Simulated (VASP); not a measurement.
# La (Immm) in VASP: single point with LDA

Aim: the single point of La with LDA.

Program: VASP 6.6.1. These are calculated values, not measurements. Logs are shortened: lines on timing, memory, paths and dates and some standing lists are left out, and cuts for length are marked.

## Step 1: The cell of the first run

It takes space group Immm (No. 71, orthorhombic). The conventional cell has a = 3.998 Å, b = 4.870 Å, c = 5.441 Å, α = 90.00°, β = 90.00°, γ = 90.00°. Within 5.2 Å of La (site symmetry mmm) lie 12 La at 4.00 to 4.87 Å.

## Step 2: Single point, LDA

INCAR

```
SYSTEM = La
ALGO = Normal ; EDIFF = 1E-7
ENCUT = 520 ; GGA = CA
ISIF = 2 ; ISMEAR = 1
LASPH = .True. ; LCHARG = .False.
LREAL = .False. ; LWAVE = .False.
NBANDS = 12 ; NELM = 60
PREC = Accurate ; SIGMA = 0.1
```

KPOINTS

```
k-points
0
Gamma
  9 9 9
  0 0 0
```

POSCAR

```
La
1.0
   -1.9991000000      2.4350400000      2.7205700000
    1.9991000000     -2.4350400000      2.7205700000
    1.9991000000      2.4350400000     -2.7205700000
La
1
Direct
    0.0000000000      0.0000000000      0.0000000000
```

Potentials or basis: VASP PAW LDA potentials, release 64 (La).

On the command line:

```bash
$ cat potpaw_LDA.64/La/POTCAR > POTCAR
$ mpirun -np 1 vasp_std > vasp.out
```

OUTCAR:

```text
SYSTEM = La
   EDIFF = 1E-7
   ENCUT = 520
   GGA = CA
   ISIF = 2
   ISMEAR = 1
   LASPH = .True.
   LREAL = .False.
   NELM = 60
   PREC = Accurate

 ion  position               nearest neighbor table
   1  0.000  0.000  0.000-

  LATTYP: Found a body centered orthorhombic cell.
 ALAT       =     3.9982000000
 B/A-ratio  =     1.2180681307
 C/A-ratio  =     1.3608974038

  Lattice vectors:

 A1 = (  -1.9991000000,   2.4350400000,   2.7205700000)
 A2 = (   1.9991000000,  -2.4350400000,   2.7205700000)
 A3 = (   1.9991000000,   2.4350400000,  -2.7205700000)

Analysis of symmetry for initial positions (statically):
=====================================================================
 Subroutine PRICEL returns:
 Original cell was already a primitive cell.

 Routine SETGRP: Setting up the symmetry group for a
 body centered orthorhombic supercell.

 Subroutine GETGRP returns: Found  8 space group operations
 (whereof  8 operations were pure point group operations)
 out of a pool of  8 trial point group operations.

The static configuration has the point symmetry D_2h.

Analysis of symmetry for dynamics (positions and initial velocities):
=====================================================================
 Subroutine PRICEL returns:
 Original cell was already a primitive cell.

 Routine SETGRP: Setting up the symmetry group for a
 body centered orthorhombic supercell.

 Subroutine GETGRP returns: Found  8 space group operations
 (whereof  8 operations were pure point group operations)
 out of a pool of  8 trial point group operations.

The dynamic configuration has the point symmetry D_2h.

 Subroutine INISYM returns: Found  8 space group operations
 (whereof  8 operations are pure point group operations),
 and found     1 'primitive' translations

----------------------------------------------------------------------------------------

                                     Primitive cell

  volume of cell :      52.9737

  direct lattice vectors                    reciprocal lattice vectors
    -1.999100000  2.435040000  2.720570000     0.000000000  0.205335436  0.183785016
     1.999100000 -2.435040000  2.720570000     0.250112551  0.000000000  0.183785016
     1.999100000  2.435040000 -2.720570000     0.250112551  0.205335436  0.000000000

  length of vectors
     4.162609967  4.162609967  4.162609967     0.275571358  0.310375933  0.323603043

[... 79 lines left out ...]
   LREAL  =      F    real-space projection
   EDIFFG = 0.1E-05   stopping-criterion for IOM
   NSW    =      0    number of steps for IOM
   IBRION =     -1    ionic relax: 0-MD 1-quasi-New 2-CG
   NFREE  =      0    steps in history (QN), initial steepest desc. (CG)
   ISIF   =      2    stress and relaxation
   ISYM   =      2    0-nonsym 1-usesym 2-fastsym
   POTIM  = 0.5000    time-step for ionic-motion
   TEBEG  =    0.0;   TEEND  =   0.0 temperature during run
   PSTRESS=    0.0 pullay stress
   NELECT =      11.0000    total number of electrons
   NUPDOWN=      -1.0000    fix difference up-down
   EMIN   =  10.00;   EMAX   =-10.00  energy-range for DOS
   EFERMI =   0.00;   METHOD = LEGACY
   ISMEAR =     1;   SIGMA  =   0.10  broadening in eV -4-tet -1-fermi 0-gaus
   EFERMI_NEDOS =   21; number of points for ismear=-14 and -15
   IALGO  =     38    algorithm
   IMIX   =      4    mixing-type and parameters
     AMIX     =   0.40;   BMIX     =  1.00
     AMIX_MAG =   1.60;   BMIX_MAG =  1.00
  volume/ion in A,a.u.               =      52.97       357.48
  Fermi-wavevector in a.u.,A,eV,Ry     =   0.969435  1.831967 12.786824  0.939805
  Thomas-Fermi vector in A             =   2.099488
   LORBIT       =      0    0 simple, 1 ext, 2 COOP (PROOUT), +10 PAW based schemes
   GGA     = CA    functional components
   LHFCALC =     F    Hartree Fock is set to
   AEXX    =    0.0000 exact exchange contribution
   IVDW    =     0    specifies the selected vdW correction
   LEPSILON=     F    determine dielectric tensor
   LRPA    =     F    only Hartree local field effects (RPA)
 non-spin polarized calculation
 Methfessel and Paxton  Order N= 1 SIGMA  =   0.10
  energy-cutoff  :      520.00
  volume of cell :       52.97
 maximum number of plane-waves:      1442
   NGX = 15   NGY = 15   NGZ = 15

 number of electron      11.0000000 magnetization

 Free energy of the ion-electron system (eV)
  ---------------------------------------------------
  ext. energy  EPLUGINS =         0.00000000
  ---------------------------------------------------
  free energy    TOTEN  =        -4.84030692 eV

  energy without entropy =       -4.83941801  energy(sigma->0) =       -4.84001062

 E-fermi :   4.7097     XC(G=0):  -8.4094

 val. band max:        4.7069264401   @ k =   0.2222   0.3333   0.0000
 cond. band min:       4.7209380244   @ k =  -0.1111   0.4444   0.0000
 fundamental gap:      0.0140115844
 Fermi energy:         4.7096794716

 k-point     1 :       0.0000    0.0000    0.0000
  band No.  band energies     occupation
      1     -28.6828      2.00000
      2     -12.1196      2.00000
      3     -12.0836      2.00000
      4     -11.9900      2.00000
      5       1.6419      2.00000
      6       5.0358     -0.00004
      7       5.4219     -0.00000
      8       5.4796     -0.00000
      9       5.6365     -0.00000
     10       5.6858     -0.00000
     11       5.7778     -0.00000
     12       5.8793     -0.00000
[... 331 lines left out ...]
 k-point    24 :      -0.0000    0.3333    0.0000
  band No.  band energies     occupation
      1     -28.6357      2.00000
      2     -12.4447      2.00000
      3     -12.1999      2.00000
      4     -12.1245      2.00000
      5       3.2780      2.00000
      6       4.8607     -0.05443
      7       5.2272     -0.00000
      8       5.5179     -0.00000
      9       5.5350     -0.00000
     10       5.6084     -0.00000
     11       5.7608     -0.00000
     12       5.8157     -0.00000

 [... further k-points ...]
[... 5 lines left out ...]
  --------------------------------------------------------------------------------------
  -------------------------------------------------------------------------------------
  Total       -2.0857328     -2.8750597     -2.2678063     -0.0000000      0.0000000      0.0000000
  in kB      -63.0824759    -86.9554769    -68.5892451     -0.0000000      0.0000000      0.0000000
  external PRESSURE =     -72.8757327 kB  Pullay stress =       0.0000000 kB

 VOLUME and BASIS-vectors are now :
 -----------------------------------------------------------------------------
  energy-cutoff  :      520.00
  volume of cell :       52.97
      direct lattice vectors                 reciprocal lattice vectors
    -1.999100000  2.435040000  2.720570000     0.000000000  0.205335436  0.183785016
     1.999100000 -2.435040000  2.720570000     0.250112551  0.000000000  0.183785016
     1.999100000  2.435040000 -2.720570000     0.250112551  0.205335436  0.000000000

 POSITION                                       TOTAL-FORCE (eV/Angst)
 -----------------------------------------------------------------------------------
      0.00000      0.00000      0.00000        -0.000000      0.000000      0.000000
 -----------------------------------------------------------------------------------
    total drift:                                0.000000      0.000000      0.000000

  FREE ENERGIE OF THE ION-ELECTRON SYSTEM (eV)
  ---------------------------------------------------
  free  energy   TOTEN  =        -4.8403069192 eV

  energy  without entropy=       -4.8394180114  energy(sigma->0) =       -4.84001062
```

stdout:

```text
POSCAR found type information on POSCAR La
 POSCAR found :  1 types and       1 ions
 scaLAPACK will be used
 LDA part: xc-table for (Slater(with rela. corr.)+CA(PZ))
 , standard interpolation
 POSCAR, INCAR and KPOINTS ok, starting setup
 FFT: planning ... GRIDC
 FFT: planning ... GRID_SOFT
 FFT: planning ... GRID
 WAVECAR not read
 entering main loop
```

It took 49 s on 1 thread of Intel Xeon Platinum 8259CL at 2.50GHz (Skylake/Cascade Lake), shared host; peak memory 0.23 GiB.

Results:

```
Free energy : -4.8403 eV
Pressure    : -7.3 GPa
```

Levels at points of the mesh, in eV from the Fermi level:
```
           k point  band 1  band 2  band 3  band 4  band 5  band 6  band 7  band 8  band 9  band 10
(0.00, 0.00, 0.00)  -33.39  -16.83  -16.79  -16.70   -3.07    0.33    0.71    0.77    0.93     0.98
```

Caveat: spin-orbit coupling is left out, which moves the levels of the heavy elements.
